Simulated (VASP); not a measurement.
# Li (R-3m) in VASP: further runs, part 2 of 3

VASP 6.6.1. The steps go on from the part before.

### 4 Single point, LDA

This run uses another cell than the first one, of 15.12 Å³/atom.

Contents of INCAR:

```
PREC = Accurate
ENCUT = 520
EDIFF = 1E-6
ISMEAR = -1
SIGMA = 0.1
LREAL = F
LASPH = T
NELM = 80
ALGO = Normal
ISIF = 2
LWAVE = F
LCHARG = F
GGA = CA
NBANDS = 12
```

Contents of KPOINTS:

```
Automatic mesh
0
Gamma
  10 10 10
```

Contents of POSCAR:

```
Li
1.0
    1.3942323726      0.8049605835      6.7341492747
   -1.3942323726      0.8049605835      6.7341492747
    0.0000000000     -1.6099207234      6.7341493277
Li
3
Direct
    0.0000000000      0.0000000000      0.0000000000
    0.2222491677      0.2222491677      0.2222491677
    0.7777508323      0.7777508323      0.7777508323
```

Potentials or basis: VASP PAW LDA potentials, release 64 (Li_sv).

Run with:

```sh
cat potpaw_LDA.64/Li_sv/POTCAR > POTCAR
mpirun -np 1 vasp_std > vasp.out
```

OUTCAR:

```text
PREC = Accurate
   ENCUT = 520
   EDIFF = 1E-6
   ISMEAR = -1
   LREAL = F
   LASPH = T
   NELM = 80
   ISIF = 2
   GGA = CA

 ion  position               nearest neighbor table
   1  0.000  0.000  0.000-
   2  0.222  0.222  0.222-
   3  0.778  0.778  0.778-

  LATTYP: Found a trigonal (rhomboedric) cell.
 ALAT       =     6.9239159371
 COS(alpha) =     0.9189045016

  Lattice vectors:

 A1 = (   1.3942323726,   0.8049605835,   6.7341492747)
 A2 = (  -1.3942323726,   0.8049605835,   6.7341492747)
 A3 = (   0.0000000000,  -1.6099207234,   6.7341493277)

Analysis of symmetry for initial positions (statically):
=====================================================================
 Subroutine PRICEL returns:
 Original cell was already a primitive cell.

 Routine SETGRP: Setting up the symmetry group for a
 trigonal (rhombohedral) supercell.

 Subroutine GETGRP returns: Found 12 space group operations
 (whereof 12 operations were pure point group operations)
 out of a pool of 12 trial point group operations.

The static configuration has the point symmetry D_3d.

Analysis of symmetry for dynamics (positions and initial velocities):
=====================================================================
 Subroutine PRICEL returns:
 Original cell was already a primitive cell.

 Routine SETGRP: Setting up the symmetry group for a
 trigonal (rhombohedral) supercell.

 Subroutine GETGRP returns: Found 12 space group operations
 (whereof 12 operations were pure point group operations)
 out of a pool of 12 trial point group operations.

The dynamic configuration has the point symmetry D_3d.

 Subroutine INISYM returns: Found 12 space group operations
 (whereof 12 operations are pure point group operations),
 and found     1 'primitive' translations

----------------------------------------------------------------------------------------

                                     Primitive cell

  volume of cell :      45.3465

  direct lattice vectors                    reciprocal lattice vectors
     1.394232373  0.804960583  6.734149275     0.358620277  0.207049515  0.049498948
    -1.394232373  0.804960583  6.734149275    -0.358620277  0.207049515  0.049498948
     0.000000000 -1.609920723  6.734149328     0.000000000 -0.414099026  0.049498961

  length of vectors
     6.923915937  6.923915937  6.923915937     0.417046941  0.417046941  0.417046941

  position of ions in fractional coordinates (direct lattice)
     0.000000000  0.000000000  0.000000000
     0.222249168  0.222249168  0.222249168
     0.777750832  0.777750832  0.777750832

  ion indices of the primitive-cell ions
   primitive index   ion index
                 1           1
                 2           2
                 3           3

----------------------------------------------------------------------------------------

 KPOINTS: Automatic mesh

Automatic generation of k-mesh.
 Grid dimensions read from file:
 generate k-points for:   10   10   10

 Generating k-lattice:

  Cartesian coordinates                     Fractional coordinates (reciprocal lattice)
     0.035862028  0.020704951  0.004949895     0.100000000  0.000000000  0.000000000
[... 42 lines left out ...]
   number of dos      NEDOS =    301   number of ions     NIONS =      3
   total plane-waves  NPLWV = 157464
   dimension x,y,z NGX =    54 NGY =   54 NGZ =   54
   dimension x,y,z NGXF=   108 NGYF=  108 NGZF=  108
   ions per type =               3
   NGX,Y,Z   is equivalent  to a cutoff of  12.97, 12.97, 12.97 a.u.
   NGXF,Y,Z  is equivalent  to a cutoff of  25.93, 25.93, 25.93 a.u.
 SYSTEM =  unknown system
   PREC   = accura    normal or accurate (medium, high low for compatibility)
   ISTART =      0    job   : 0-new  1-cont  2-samecut
   ICHARG =      2    charge: 1-file 2-atom 10-const
   ISPIN  =      1    spin polarized calculation?
   LNONCOLLINEAR =      F non collinear calculations
   LSORBIT =      F    spin-orbit coupling
   LASPH  =      T    aspherical Exc in radial PAW
   ENCUT  =  520.0 eV  38.22 Ry    6.18 a.u.  12.87 12.87 12.87*2*pi/ulx,y,z
   NELM   =     80;   NELMIN=  2; NELMDL= -5     # of ELM steps
   EDIFF  = 0.1E-05   stopping-criterion for ELM
   LREAL  =      F    real-space projection
   EDIFFG = 0.1E-04   stopping-criterion for IOM
   NSW    =      0    number of steps for IOM
   IBRION =     -1    ionic relax: 0-MD 1-quasi-New 2-CG
   NFREE  =      0    steps in history (QN), initial steepest desc. (CG)
   ISIF   =      2    stress and relaxation
   ISYM   =      2    0-nonsym 1-usesym 2-fastsym
   POTIM  = 0.5000    time-step for ionic-motion
   TEBEG  =    0.0;   TEEND  =   0.0 temperature during run
   PSTRESS=    0.0 pullay stress
   NELECT =       9.0000    total number of electrons
   NUPDOWN=      -1.0000    fix difference up-down
   EMIN   =  10.00;   EMAX   =-10.00  energy-range for DOS
   EFERMI =   0.00;   METHOD = LEGACY
   ISMEAR =    -1;   SIGMA  =   0.10  broadening in eV -4-tet -1-fermi 0-gaus
   EFERMI_NEDOS =   21; number of points for ismear=-14 and -15
   IALGO  =     38    algorithm
   IMIX   =      4    mixing-type and parameters
     AMIX     =   0.40;   BMIX     =  1.00
     AMIX_MAG =   1.60;   BMIX_MAG =  1.00
  volume/ion in A,a.u.               =      15.12       102.00
  Fermi-wavevector in a.u.,A,eV,Ry     =   0.954936  1.804568 12.407200  0.911903
  Thomas-Fermi vector in A             =   2.083728
   LORBIT       =      0    0 simple, 1 ext, 2 COOP (PROOUT), +10 PAW based schemes
   GGA     = CA    functional components
   LHFCALC =     F    Hartree Fock is set to
   AEXX    =    0.0000 exact exchange contribution
   IVDW    =     0    specifies the selected vdW correction
   LEPSILON=     F    determine dielectric tensor
   LRPA    =     F    only Hartree local field effects (RPA)
 non-spin polarized calculation
  energy-cutoff  :      520.00
  volume of cell :       45.35
 maximum number of plane-waves:      1234
 NGX is ok and might be reduce to    54
   NGX = 25   NGY = 25   NGZ = 25

 number of electron       9.0000008 magnetization

 Free energy of the ion-electron system (eV)
  ---------------------------------------------------
  ext. energy  EPLUGINS =         0.00000000
  ---------------------------------------------------
  free energy    TOTEN  =        -6.00935264 eV

  energy without entropy =       -5.96607314  energy(sigma->0) =       -5.98771289

 E-fermi :   1.5005     XC(G=0):  -7.9280

 val. band max:        1.4915537835   @ k =  -0.2000   0.1000   0.1000
 cond. band min:       1.5043943117   @ k =   0.4000   0.4000   0.3000
 fundamental gap:      0.0128405282
 Fermi energy:         1.5004952248

 k-point     1 :       0.0000    0.0000    0.0000
  band No.  band energies     occupation
      1     -43.6446      2.00000
      2     -43.5972      2.00000
      3     -43.5957      2.00000
      4      -2.2702      2.00000
      5      -0.1536      2.00000
      6      -0.1528      2.00000
      7       8.8378      0.00000
      8       8.8444      0.00000
      9      16.8203      0.00000
     10      16.8203      0.00000
     11      16.9903      0.00000
     12      16.9903      0.00000
[... 331 lines left out ...]
 k-point    24 :       0.4000    0.3000    0.0000
  band No.  band energies     occupation
      1     -43.5947      2.00000
      2     -43.5811      2.00000
      3     -43.5667      2.00000
      4       0.0472      2.00000
      5       1.1846      1.91855
      6       3.2819      0.00000
      7       6.5729      0.00000
      8       7.6602      0.00000
      9       9.0609      0.00000
     10      10.8586      0.00000
     11      12.2545      0.00000
     12      12.7205      0.00000

 [... further k-points ...]

------------------------ aborting loop because EDIFF is reached ----------------------------------------

  FORCE on cell =-STRESS in cart. coord.  units (eV):
  Direction    XX          YY          ZZ          XY          YZ          ZX
  --------------------------------------------------------------------------------------
  -------------------------------------------------------------------------------------
  Total        1.3747052      1.3747052      1.3597383      0.0000000     -0.0000000      0.0000000
  in kB       48.5709359     48.5709359     48.0421277      0.0000000     -0.0000000      0.0000000
  external PRESSURE =      48.3946665 kB  Pullay stress =       0.0000000 kB

 VOLUME and BASIS-vectors are now :
 -----------------------------------------------------------------------------
  energy-cutoff  :      520.00
  volume of cell :       45.35
      direct lattice vectors                 reciprocal lattice vectors
     1.394232373  0.804960583  6.734149275     0.358620277  0.207049515  0.049498948
    -1.394232373  0.804960583  6.734149275    -0.358620277  0.207049515  0.049498948
     0.000000000 -1.609920723  6.734149328     0.000000000 -0.414099026  0.049498961

 POSITION                                       TOTAL-FORCE (eV/Angst)
 -----------------------------------------------------------------------------------
      0.00000      0.00000      0.00000         0.000000     -0.000000      0.000000
      0.00000      0.00000      4.48998         0.000000     -0.000000     -0.000534
      0.00000      0.00000     15.71247         0.000000      0.000000      0.000534
 -----------------------------------------------------------------------------------
    total drift:                                0.000000      0.000000     -0.000000

  FREE ENERGIE OF THE ION-ELECTRON SYSTEM (eV)
  ---------------------------------------------------
  free  energy   TOTEN  =        -6.0093526412 eV

  energy  without entropy=       -5.9660731418  energy(sigma->0) =       -5.98771289
```

OSZICAR:

```text
N       E                     dE             d eps       ncg     rms          rms(c)
DAV:   1     0.284699410541E+02    0.28470E+02   -0.35671E+03  2784   0.680E+02
DAV:   2    -0.645633532248E+00   -0.29116E+02   -0.28126E+02  3432   0.154E+02
DAV:   3    -0.592659425335E+01   -0.52810E+01   -0.52202E+01  5124   0.396E+01
DAV:   4    -0.600521312537E+01   -0.78619E-01   -0.78577E-01  3700   0.746E+00
DAV:   5    -0.600655521730E+01   -0.13421E-02   -0.13420E-02  4268   0.787E-01    0.514E-01
DAV:   6    -0.600785006485E+01   -0.12948E-02   -0.21596E-03  5068   0.225E-01    0.338E-01
DAV:   7    -0.600938675661E+01   -0.15367E-02   -0.54030E-03  5264   0.351E-01    0.638E-02
DAV:   8    -0.600934821463E+01    0.38542E-04   -0.97050E-05  3772   0.948E-02    0.607E-03
DAV:   9    -0.600935278527E+01   -0.45706E-05   -0.45455E-05  4200   0.448E-02    0.606E-03
DAV:  10    -0.600935264123E+01    0.14405E-06   -0.52535E-07  2716   0.630E-03
   1 F= -.60093526E+01 E0= -.59877129E+01  d E =-.432795E-01
```

It took 2.2 min on 1 thread of Intel Xeon Platinum 8559C (Emerald Rapids), shared host; peak memory 0.28 GiB.

What came out:

| Quantity | Value |
| --- | --- |
| Free energy | -6.0094 eV |
| Band gap on the k mesh | zero (an odd number of electrons rules out a gap without spin polarisation) |

Levels at points of the mesh, in eV from the Fermi level:
```csv
k point,band 1,band 2,band 3,band 4,band 5,band 6,band 7,band 8,band 9,band 10
"(0.00, 0.00, 0.00)",-45.15,-45.10,-45.10,-3.77,-1.65,-1.65,7.34,7.34,15.32,15.32
"(0.50, 0.00, 0.00)",-45.08,-45.07,-45.07,-0.18,1.06,1.17,4.81,5.00,5.59,10.48
"(0.50, 0.50, 0.00)",-45.08,-45.08,-45.06,0.21,0.25,1.51,4.36,5.43,6.75,8.49
"(0.50, 0.50, 0.50)",-45.13,-45.13,-45.08,-3.24,-3.23,-0.05,4.25,13.11,13.12,14.93
```

Caveat: the cutoff is under 1.25 times the usual one of these potentials, so pressure, stress and relaxed cells hold a basis-set (Pulay) error.

### 5 Single point, LDA

This run uses another cell than the first one, of 18.98 Å³/atom.

Contents of INCAR:

```
ALGO = Normal ; EDIFF = 1E-6
ENCUT = 520 ; ISIF = 2
ISMEAR = -1 ; LASPH = T
LCHARG = F ; LREAL = F
LWAVE = F ; NBANDS = 12
NELM = 80 ; PREC = Accurate
SIGMA = 0.1
```

Contents of KPOINTS:

```
k-points
0
Gamma
  10 10 10
```

Contents of POSCAR:

```
Li
1.0
    1.5042287373      0.8684670260      7.2637082298
   -1.5042287373      0.8684670260      7.2637082298
    0.0000000000     -1.7369335733      7.2637082870
Li
3
Direct
    0.0000000000      0.0000000000      0.0000000000
    0.2221405555      0.2221405555      0.2221405555
    0.7778594445      0.7778594445      0.7778594445
```

Potentials or basis: VASP PAW LDA potentials, release 64 (Li_sv).

Run with:

```sh
cat potpaw_LDA.64/Li_sv/POTCAR > POTCAR
mpirun -np 1 vasp_std > vasp.out
```

OUTCAR:

```text
EDIFF = 1E-6
   ENCUT = 520
   ISIF = 2
   ISMEAR = -1
   LASPH = T
   LREAL = F
   NELM = 80
   PREC = Accurate

 ion  position               nearest neighbor table
   1  0.000  0.000  0.000-
   2  0.222  0.222  0.222-
   3  0.778  0.778  0.778-

  LATTYP: Found a trigonal (rhomboedric) cell.
 ALAT       =     7.4684935775
 COS(alpha) =     0.9188680836

  Lattice vectors:

 A1 = (   1.5042287373,   0.8684670260,   7.2637082298)
 A2 = (  -1.5042287373,   0.8684670260,   7.2637082298)
 A3 = (   0.0000000000,  -1.7369335733,   7.2637082870)

Analysis of symmetry for initial positions (statically):
=====================================================================
 Subroutine PRICEL returns:
 Original cell was already a primitive cell.

 Routine SETGRP: Setting up the symmetry group for a
 trigonal (rhombohedral) supercell.

 Subroutine GETGRP returns: Found 12 space group operations
 (whereof 12 operations were pure point group operations)
[... 176 lines left out ...]
      3     -44.7098      2.00000
      4      -2.7831      2.00000
      5      -0.7782      2.00000
      6      -0.7771      2.00000
      7       6.9399      0.00000
      8       6.9494      0.00000
      9      13.8325      0.00000
     10      13.8325      0.00000
     11      13.9731      0.00000
     12      13.9731      0.00000
[... 331 lines left out ...]
 k-point    24 :       0.4000    0.3000    0.0000
  band No.  band energies     occupation
      1     -44.7120      2.00000
      2     -44.7050      2.00000
      3     -44.6983      2.00000
      4      -0.6070      2.00000
      5       0.4497      1.91507
      6       2.3295      0.00000
      7       5.1585      0.00000
      8       5.9697      0.00000
      9       7.2210      0.00000
     10       8.7384      0.00000
     11      10.0222      0.00000
     12      10.4201      0.00000

 [... further k-points ...]

------------------------ aborting loop because EDIFF is reached ----------------------------------------

  FORCE on cell =-STRESS in cart. coord.  units (eV):
  Direction    XX          YY          ZZ          XY          YZ          ZX
  --------------------------------------------------------------------------------------
  -------------------------------------------------------------------------------------
  Total       -0.0349136     -0.0349136     -0.0324108      0.0000000      0.0000000      0.0000000
  in kB       -0.9824912     -0.9824912     -0.9120608      0.0000000      0.0000000      0.0000000
  external PRESSURE =      -0.9590144 kB  Pullay stress =       0.0000000 kB

 VOLUME and BASIS-vectors are now :
 -----------------------------------------------------------------------------
  energy-cutoff  :      520.00
  volume of cell :       56.93
      direct lattice vectors                 reciprocal lattice vectors
     1.504228737  0.868467026  7.263708230     0.332396256  0.191909069  0.045890238
    -1.504228737  0.868467026  7.263708230    -0.332396256  0.191909069  0.045890238
     0.000000000 -1.736933573  7.263708287     0.000000000 -0.383818134  0.045890251

 POSITION                                       TOTAL-FORCE (eV/Angst)
 -----------------------------------------------------------------------------------
      0.00000      0.00000      0.00000         0.000000      0.000000      0.000000
      0.00000      0.00000      4.84069         0.000000      0.000000      0.003960
      0.00000      0.00000     16.95043         0.000000     -0.000000     -0.003960
 -----------------------------------------------------------------------------------
    total drift:                               -0.000000     -0.000000      0.000000

  FREE ENERGIE OF THE ION-ELECTRON SYSTEM (eV)
  ---------------------------------------------------
  free  energy   TOTEN  =        -6.1644388221 eV

  energy  without entropy=       -6.1179721846  energy(sigma->0) =       -6.14120550
```

OSZICAR:

```text
N       E                     dE             d eps       ncg     rms          rms(c)
DAV:   1     0.267997113463E+02    0.26800E+02   -0.34888E+03  2784   0.657E+02
DAV:   2     0.725920809731E-01   -0.26727E+02   -0.25971E+02  3328   0.152E+02
DAV:   3    -0.606409162771E+01   -0.61367E+01   -0.60842E+01  5284   0.398E+01
DAV:   4    -0.616637037217E+01   -0.10228E+00   -0.10221E+00  3652   0.862E+00
DAV:   5    -0.616843122325E+01   -0.20609E-02   -0.20607E-02  4352   0.102E+00    0.349E-01
DAV:   6    -0.616569874374E+01    0.27325E-02   -0.14962E-03  5236   0.191E-01    0.202E-01
DAV:   7    -0.616440984542E+01    0.12889E-02   -0.25527E-03  5380   0.243E-01    0.521E-02
DAV:   8    -0.616443654237E+01   -0.26697E-04   -0.17589E-04  3632   0.105E-01    0.239E-02
DAV:   9    -0.616443881496E+01   -0.22726E-05   -0.90184E-06  4484   0.186E-02    0.939E-04
DAV:  10    -0.616443882206E+01   -0.70975E-08   -0.10814E-07  2544   0.292E-03
   1 F= -.61644388E+01 E0= -.61412055E+01  d E =-.464666E-01
```

It took 2.4 min on 1 thread of Intel Xeon Platinum 8559C (Emerald Rapids), shared host; peak memory 0.31 GiB.

What came out:

| Quantity | Value |
| --- | --- |
| Free energy | -6.1644 eV |
| Largest force | 0.004 eV/Å |
| Band gap on the k mesh | zero (an odd number of electrons rules out a gap without spin polarisation) |

Forces on the atoms (eV/Å):
```
Li   0.000  0.000  0.000
Li   0.000  0.000  0.004
Li   0.000  0.000 -0.004
```

Caveat: the cutoff is under 1.25 times the usual one of these potentials, so pressure, stress and relaxed cells hold a basis-set (Pulay) error.

[end of part 2 of 3]
